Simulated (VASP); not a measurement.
# ZrC (I4/mmm) in VASP: a series of runs

ZrC is run at these levels: PBE; tasks: single point.

Everything below comes from runs of VASP 6.6.1. Logs are shortened: lines on timing, memory, paths and dates and some standing lists are left out, and cuts for length are marked.

**1. The cell of the first run**

Symmetry: I4/mmm, No. 139, tetragonal system. Conventional cell: a = 3.191 Å, b = 3.191 Å, c = 4.888 Å, α = 90.00°, β = 90.00°, γ = 90.00°. Zr (site symmetry 4/mmm) has 6 C at 2.26 to 2.44 Å within 3.0 Å. C (site symmetry 4/mmm) has 6 Zr at 2.26 to 2.44 Å within 3.0 Å.

**2. Single point, PBE (strain -0.040 along x and y, +0.040 along z)**

Contents of INCAR:

```
SYSTEM = ZrC
PREC = Accurate
ENCUT = 520
EDIFF = 1E-6
ISMEAR = 0
SIGMA = 0.15
LREAL = .False.
LASPH = .True.
NELM = 100
ALGO = Normal
ISIF = 2
LWAVE = .False.
LCHARG = .False.
GGA = PE
NBANDS = 15
```

Contents of KPOINTS:

```
Automatic mesh
0
Gamma
  18 18 18
  0 0 0
```

Contents of POSCAR:

```
ZrC
1.0
    0.0000000000      2.2562016000      2.4442184000
    2.2562016000      0.0000000000      2.4442184000
    2.2562016000      2.2562016000      0.0000000000
Zr C
1 1
Direct
    0.5000000000      0.5000000000      0.5000000000
    0.0000000000      0.0000000000      0.0000000000
```

Potentials or basis: VASP PAW PBE potentials, release 64 (Zr_sv, C).

Launch:

```console
> cat potpaw_PBE.64/Zr_sv/POTCAR potpaw_PBE.64/C/POTCAR > POTCAR
> mpirun -np 1 vasp_std > vasp.out
```

OUTCAR:

```text
SYSTEM = ZrC
   PREC = Accurate
   ENCUT = 520
   EDIFF = 1E-6
   ISMEAR = 0
   LREAL = .False.
   LASPH = .True.
   NELM = 100
   ISIF = 2
   GGA = PE

 ion  position               nearest neighbor table
   1  0.500  0.500  0.500-   2 2.26   2 2.26   2 2.26   2 2.26   2 2.44   2 2.44
   2  0.000  0.000  0.000-   1 2.26   1 2.26   1 2.26   1 2.26   1 2.44   1 2.44

  LATTYP: Found a body centered tetragonal cell.
 ALAT       =     3.1907509022
 C/A-ratio  =     1.5320646926

  Lattice vectors:

 A1 = (  -2.2562016000,   0.0000000000,   2.4442184000)
 A2 = (   2.2562016000,   0.0000000000,   2.4442184000)
 A3 = (   0.0000000000,   2.2562016000,  -2.4442184000)

Analysis of symmetry for initial positions (statically):
=====================================================================
 Subroutine PRICEL returns:
 Original cell was already a primitive cell.

 Routine SETGRP: Setting up the symmetry group for a
 body centered tetragonal supercell.

 Subroutine GETGRP returns: Found 16 space group operations
 (whereof 16 operations were pure point group operations)
 out of a pool of 16 trial point group operations.

The static configuration has the point symmetry D_4h.

Analysis of symmetry for dynamics (positions and initial velocities):
=====================================================================
 Subroutine PRICEL returns:
 Original cell was already a primitive cell.

 Routine SETGRP: Setting up the symmetry group for a
 body centered tetragonal supercell.

 Subroutine GETGRP returns: Found 16 space group operations
 (whereof 16 operations were pure point group operations)
 out of a pool of 16 trial point group operations.

The dynamic configuration has the point symmetry D_4h.

 Subroutine INISYM returns: Found 16 space group operations
 (whereof 16 operations are pure point group operations),
 and found     1 'primitive' translations

----------------------------------------------------------------------------------------

                                     Primitive cell

  volume of cell :      24.8843

  direct lattice vectors                    reciprocal lattice vectors
     0.000000000  2.256201600  2.444218400    -0.221611402  0.221611402  0.204564371
     2.256201600  0.000000000  2.444218400     0.221611402 -0.221611402  0.204564371
     2.256201600  2.256201600  0.000000000     0.221611402  0.221611402 -0.204564371

  length of vectors
     3.326356753  3.326356753  3.190750902     0.374259013  0.374259013  0.374259013

  position of ions in fractional coordinates (direct lattice)
     0.500000000  0.500000000  0.500000000
     0.000000000  0.000000000  0.000000000

  ion indices of the primitive-cell ions
   primitive index   ion index
                 1           1
                 2           2

----------------------------------------------------------------------------------------

 KPOINTS: Automatic mesh

Automatic generation of k-mesh.
 Grid dimensions read from file:
 generate k-points for:   18   18   18

 Generating k-lattice:

  Cartesian coordinates                     Fractional coordinates (reciprocal lattice)
    -0.012311745  0.012311745  0.011364687     0.055555556  0.000000000  0.000000000
     0.012311745 -0.012311745  0.011364687     0.000000000  0.055555556  0.000000000
     0.012311745  0.012311745 -0.011364687    -0.000000000 -0.000000000  0.055555556

  Length of vectors
     0.020792167  0.020792167  0.020792167

  Shift w.r.t. Gamma in fractional coordinates (k-lattice)
     0.000000000  0.000000000  0.000000000

 Subroutine IBZKPT returns following result:
 ===========================================

 Found    480 irreducible k-points:

 Following reciprocal coordinates:
            Coordinates               Weight
  0.000000  0.000000  0.000000      1.000000
  0.055556 -0.000000  0.000000      8.000000
  0.111111 -0.000000  0.000000      8.000000
  0.166667  0.000000  0.000000      8.000000
  0.222222  0.000000  0.000000      8.000000
  0.277778  0.000000  0.000000      8.000000
[... 16 lines left out ...]
 -0.277778  0.055556  0.000000      8.000000
 -0.222222  0.055556  0.000000      8.000000
 [... further k-points ...]
   k-points           NKPTS =    480   k-points in BZ     NKDIM =    480   number of bands    NBANDS=     15
   number of dos      NEDOS =    301   number of ions     NIONS =      2
   total plane-waves  NPLWV =  18816
   dimension x,y,z NGX =    28 NGY =   28 NGZ =   24
   dimension x,y,z NGXF=    56 NGYF=   56 NGZF=   48
   ions per type =               1   1
   NGX,Y,Z   is equivalent  to a cutoff of  13.99, 13.99, 12.50 a.u.
   NGXF,Y,Z  is equivalent  to a cutoff of  27.99, 27.99, 25.01 a.u.
 SYSTEM =  ZrC
   PREC   = accura    normal or accurate (medium, high low for compatibility)
   ISTART =      0    job   : 0-new  1-cont  2-samecut
   ICHARG =      2    charge: 1-file 2-atom 10-const
   ISPIN  =      1    spin polarized calculation?
   LNONCOLLINEAR =      F non collinear calculations
   LSORBIT =      F    spin-orbit coupling
   LASPH  =      T    aspherical Exc in radial PAW
   ENCUT  =  520.0 eV  38.22 Ry    6.18 a.u.   6.18  6.18  5.93*2*pi/ulx,y,z
   NELM   =    100;   NELMIN=  2; NELMDL= -5     # of ELM steps
   EDIFF  = 0.1E-05   stopping-criterion for ELM
   LREAL  =      F    real-space projection
   EDIFFG = 0.1E-04   stopping-criterion for IOM
   NSW    =      0    number of steps for IOM
   IBRION =     -1    ionic relax: 0-MD 1-quasi-New 2-CG
   NFREE  =      0    steps in history (QN), initial steepest desc. (CG)
   ISIF   =      2    stress and relaxation
   ISYM   =      2    0-nonsym 1-usesym 2-fastsym
   POTIM  = 0.5000    time-step for ionic-motion
   TEBEG  =    0.0;   TEEND  =   0.0 temperature during run
   PSTRESS=    0.0 pullay stress
   NELECT =      16.0000    total number of electrons
   NUPDOWN=      -1.0000    fix difference up-down
   EMIN   =  10.00;   EMAX   =-10.00  energy-range for DOS
   EFERMI =   0.00;   METHOD = LEGACY
   ISMEAR =     0;   SIGMA  =   0.15  broadening in eV -4-tet -1-fermi 0-gaus
   EFERMI_NEDOS =   21; number of points for ismear=-14 and -15
   IALGO  =     38    algorithm
   IMIX   =      4    mixing-type and parameters
     AMIX     =   0.40;   BMIX     =  1.00
     AMIX_MAG =   1.60;   BMIX_MAG =  1.00
  volume/ion in A,a.u.               =      12.44        83.96
  Fermi-wavevector in a.u.,A,eV,Ry     =   1.412992  2.670167 27.164644  1.996545
  Thomas-Fermi vector in A             =   2.534683
   LORBIT       =      0    0 simple, 1 ext, 2 COOP (PROOUT), +10 PAW based schemes
   GGA     = PE    functional components
   LHFCALC =     F    Hartree Fock is set to
   AEXX    =    0.0000 exact exchange contribution
   IVDW    =     0    specifies the selected vdW correction
   LEPSILON=     F    determine dielectric tensor
   LRPA    =     F    only Hartree local field effects (RPA)
 non-spin polarized calculation
 Gauss-broadening in eV      SIGMA  =   0.15
  energy-cutoff  :      520.00
  volume of cell :       24.88
 maximum number of plane-waves:       684
 NGX is ok and might be reduce to    28
   NGX = 13   NGY = 13   NGZ = 11

 number of electron      16.0000000 magnetization

 Free energy of the ion-electron system (eV)
  ---------------------------------------------------
  ext. energy  EPLUGINS =         0.00000000
  ---------------------------------------------------
  free energy    TOTEN  =       -19.28013062 eV

  energy without entropy =      -19.27690037  energy(sigma->0) =      -19.27851549

 E-fermi :  10.1585     XC(G=0): -12.3320

 val. band max:       10.1555535348   @ k =   0.3889   0.0556   0.3333
 cond. band min:      10.1643310021   @ k =  -0.0556   0.0556   0.0000
 fundamental gap:      0.0087774673
 Fermi energy:        10.1585161990

 k-point     1 :       0.0000    0.0000    0.0000
  band No.  band energies     occupation
      1     -37.8080      2.00000
      2     -15.5488      2.00000
      3     -15.4676      2.00000
      4     -15.4676      2.00000
      5      -1.3502      2.00000
      6      10.6868      0.00000
      7      10.7708      0.00000
      8      11.2045      0.00000
      9      11.2045      0.00000
     10      11.5353      0.00000
     11      11.5353      0.00000
     12      12.2620      0.00000
     13      13.5253      0.00000
     14      18.3259      0.00000
     15      20.7157      0.00000

 k-point     2 :       0.0556   -0.0000    0.0000
  band No.  band energies     occupation
      1     -37.8043      2.00000
      2     -15.5622      2.00000
      3     -15.4922      2.00000
      4     -15.4685      2.00000
      5      -1.2733      2.00000
      6      10.2588      0.34440
      7      10.3459      0.07734
      8      10.7785      0.00000
      9      11.2786      0.00000
     10      11.6665      0.00000
     11      11.8416      0.00000
     12      12.7274      0.00000
     13      13.9704      0.00000
     14      18.4786      0.00000
     15      20.9232      0.00000

 k-point     3 :       0.1111   -0.0000    0.0000
  band No.  band energies     occupation
      1     -37.7935      2.00000
      2     -15.6294      2.00000
      3     -15.5330      2.00000
      4     -15.4710      2.00000
      5      -1.0490      2.00000
      6       9.4360      2.00000
      7       9.6882      1.99999
      8      10.0471      1.70648
      9      11.5199      0.00000
     10      11.8861      0.00000
     11      12.1967      0.00000
     12      13.6400      0.00000
     13      14.9267      0.00000
     14      18.8887      0.00000
     15      21.5051      0.00000

 k-point     4 :       0.1667    0.0000    0.0000
  band No.  band energies     occupation
      1     -37.7770      2.00000
      2     -15.7638      2.00000
      3     -15.5605      2.00000
      4     -15.4749      2.00000
      5      -0.6962      2.00000
      6       8.5687      2.00000
      7       9.0017      2.00000
      8       9.3101      2.00000
      9      11.9133      0.00000
     10      12.2064      0.00000
     11      12.5007      0.00000
     12      14.6712      0.00000
     13      16.0636      0.00000
     14      19.4280      0.00000
     15      22.3364      0.00000
[... 307 lines left out ...]
 k-point    22 :      -0.3333    0.0556    0.0000
  band No.  band energies     occupation
      1     -37.7044      2.00000
      2     -16.3248      2.00000
      3     -15.6716      2.00000
      4     -15.4797      2.00000
      5       1.1143      2.00000
      6       5.7764      2.00000
      7       7.3472      2.00000
      8       7.3783      2.00000
      9      13.6383      0.00000
     10      13.7120      0.00000
     11      14.7602      0.00000
     12      17.2614      0.00000
     13      19.5861      0.00000
     14      20.5989      0.00000
     15      24.2624      0.00000

 k-point    23 :      -0.2778    0.0556    0.0000
  band No.  band energies     occupation
      1     -37.7233      2.00000
      2     -16.1820      2.00000
      3     -15.6509      2.00000
      4     -15.4720      2.00000
      5       0.5773      2.00000
      6       6.5204      2.00000
      7       7.7166      2.00000
      8       7.7204      2.00000
      9      13.1041      0.00000
     10      13.1910      0.00000
     11      14.0544      0.00000
     12      16.3696      0.00000
     13      19.5699      0.00000
     14      20.1765      0.00000
     15      24.0601      0.00000

 k-point    24 :      -0.2222    0.0556    0.0000
  band No.  band energies     occupation
      1     -37.7446      2.00000
      2     -16.0153      2.00000
      3     -15.6265      2.00000
      4     -15.4661      2.00000
      5       0.0453      2.00000
      6       7.3410      2.00000
      7       8.1846      2.00000
      8       8.1912      2.00000
      9      12.6032      0.00000
     10      12.7656      0.00000
     11      13.3839      0.00000
     12      15.3599      0.00000
     13      18.4062      0.00000
     14      20.2922      0.00000
     15      23.5390      0.00000

 [... further k-points ...]
[... 5 lines left out ...]
  --------------------------------------------------------------------------------------
  -------------------------------------------------------------------------------------
  Total        3.9974058      3.9974058     -1.0621917      0.0000000      0.0000000     -0.0000000
  in kB      257.3730163    257.3730163    -68.3892226      0.0000000      0.0000000     -0.0000000
  external PRESSURE =     148.7856033 kB  Pullay stress =       0.0000000 kB

 VOLUME and BASIS-vectors are now :
 -----------------------------------------------------------------------------
  energy-cutoff  :      520.00
  volume of cell :       24.88
      direct lattice vectors                 reciprocal lattice vectors
     0.000000000  2.256201600  2.444218400    -0.221611402  0.221611402  0.204564371
     2.256201600  0.000000000  2.444218400     0.221611402 -0.221611402  0.204564371
     2.256201600  2.256201600  0.000000000     0.221611402  0.221611402 -0.204564371

 POSITION                                       TOTAL-FORCE (eV/Angst)
 -----------------------------------------------------------------------------------
      2.25620      2.25620      2.44422        -0.000000     -0.000000      0.000000
      0.00000      0.00000      0.00000         0.000000      0.000000      0.000000
 -----------------------------------------------------------------------------------
    total drift:                                0.000000      0.000000      0.000000

  FREE ENERGIE OF THE ION-ELECTRON SYSTEM (eV)
  ---------------------------------------------------
  free  energy   TOTEN  =       -19.2801306155 eV

  energy  without entropy=      -19.2769003682  energy(sigma->0) =      -19.27851549
```

It took 5.4 min on 1 thread of Intel Xeon 8259CL, shared host; peak memory 0.3 GiB.

Results:

| Property | Result |
| --- | --- |
| Free energy | -19.2801 eV |
| Pressure | 14.9 GPa |
| Band gap on the k mesh | zero (bands 8 and 9 overlap by 1.51 eV) |

Levels at points of the mesh, in eV from the Fermi level:
```tsv
k point	band 5	band 6	band 7	band 8	band 9	band 10	band 11	band 12
(0.00, 0.00, 0.00)	-11.51	0.53	0.61	1.05	1.05	1.38	1.38	2.10
(0.50, 0.00, 0.00)	-8.17	-5.51	-3.26	-3.11	4.48	4.97	5.69	6.60
(0.50, 0.50, 0.00)	-10.42	-2.60	-1.86	0.35	0.35	4.64	5.87	5.87
(0.50, 0.00, 0.50)	-10.41	-1.96	-1.69	-0.27	0.16	4.48	5.40	6.42
```

Caveat: the cell differs from its parent crystal (strain -0.040 along x and y, +0.040 along z); the cell stands under pressure.

(Part 1 of 2 ends here.)
